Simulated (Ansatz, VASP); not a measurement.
**NaCl: VASP beside Ansatz**

INCAR

```
SYSTEM = NaCl
ALGO     = Normal         ! electronic algorithm
EDIFF    = 1E-7           ! SCF threshold, eV
ENCUT    = 520            ! plane-wave cutoff, eV
GGA      = CA             ! functional
ISIF     = 2              ! what is computed and relaxed
ISMEAR   = 0              ! smearing method
LASPH    = .TRUE.         ! aspherical terms in the spheres
LCHARG   = .FALSE.        ! write CHGCAR
LREAL    = .FALSE.        ! projectors in reciprocal space
LWAVE    = .FALSE.        ! write WAVECAR
NBANDS   = 14             ! bands
NELM     = 60             ! most SCF steps
PREC     = Accurate       ! precision mode
SIGMA    = 0.01           ! smearing width, eV
```

KPOINTS

```
k-points
0
G
  8 8 8
  0 0 0
```

Contents of POSCAR:

```
NaCl
1.0
    0.0000000000      2.7321936073      2.7321936073
    2.7321936073      0.0000000000      2.7321936073
    2.7321936073      2.7321936073      0.0000000000
Na Cl
1 1
Direct
    0.0000000000      0.0000000000      0.0000000000
    0.5000000000      0.5000000000      0.5000000000
```

Input for Ansatz:

```yaml
crystal:
  lattice:
    - [0.0, 2.73219360726, 2.73219360726]
    - [2.73219360726, 0.0, 2.73219360726]
    - [2.73219360726, 2.73219360726, 0.0]
  atoms:
    - { symbol: Na, position: [0.0, 0.0, 0.0] }
    - { symbol: Cl, position: [0.5, 0.5, 0.5] }
kpoints:
  mp_grid: { grid: [8, 8, 8] }
scf:
  occupations: { method: fixed }
hamiltonian:
  xc: lda
  pseudopotentials: { kind: all_electron, lapw: { basis_error: 0.001 } }
output:
  forces: true
  stress: true
  eigenvalues: true
  eigenstates:
    nscf_kmesh: { grid: [12, 12, 12] }
    de_dk: true
    e_range: [-9, 15.07365844852]
  optics:
    e_range: [0, 20]
    de: 0.2
    sigma: 0.15
    bands: { spectra_wanted_up_to: 20 }
    nscf_kmesh: { grid: [12, 12, 12] }
checkpoint:
  write: ck
  write_wavefunctions: false
```

Alike in both runs: task single point; functional LDA; k mesh 8 × 8 × 8; no spin polarisation.

```csv
,VASP,Ansatz
version,VASP 6.6.1,Ansatz 0.2.0
potentials or method,"VASP PAW LDA potentials, release 64 (Na_pv, Cl), cutoff 520 eV","all-electron LAPW, scalar-relativistic"
occupations,"gaussian, width 0.01 eV",fixed
```

```csv
,VASP,Ansatz,Ansatz less VASP
gap on the k mesh at the Fermi level (eV),5.08,5.08,-0.005
pressure (GPa),0.0,0.0,+0.01
```

LDA's correlation is that of Perdew and Zunger in VASP and of Perdew and Wang (1992) in Ansatz. Ansatz ran all-electron here, and VASP with PAW potentials.
